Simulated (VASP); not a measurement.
## LiF: single point with LDA

Crystal: LiF.

```
CELL_PARAMETERS angstrom
0.00000 1.95358 2.01400
1.95358 0.00000 2.01400
1.95358 1.95358 0.00000
ATOMIC_POSITIONS crystal
Li 0.00000 0.00000 0.00000
F 0.50000 0.50000 0.50000
```

This cell differs from its parent crystal: equal xx and yy strain of -3 %.

```yaml
Program: VASP 6.6.1
Task: single point
Functional: LDA
Potentials_or_basis: VASP PAW LDA potentials, release 64 (Li_sv, F)
Cutoff: 520 eV
k_mesh: 10 × 10 × 10
Occupations: fermi-dirac, width 0.03 eV
Spin: no spin polarisation
Dipole_correction: no
Further_INCAR_settings: ALGO = Normal; EDIFF = 1e-06; NBANDS = 12
```

```
Band gap on the k mesh : 9.35 eV, direct
```

Levels at points of the mesh, in eV from the valence-band top:
```csv
k point,band 3,band 4,band 5,band 6,band 7,band 8
"(0.00, 0.00, 0.00)",-0.07,-0.07,0.00,9.35,23.72,24.29
"(0.50, 0.00, 0.00)",-2.81,-0.34,-0.26,10.64,17.06,18.57
"(0.50, 0.50, 0.00)",-3.46,-1.11,-1.11,14.57,16.55,17.84
"(0.50, 0.00, 0.50)",-3.43,-1.31,-1.10,15.14,16.13,17.85
```

It took 5.4 s on 1 thread of Intel(R) Xeon(R) 6975P-C (Granite Rapids) (shared host), peak memory 0.13 GiB.

Caveat: the cell differs from its parent crystal (equal xx and yy strain of -3 %). A k mesh can miss the band edges.
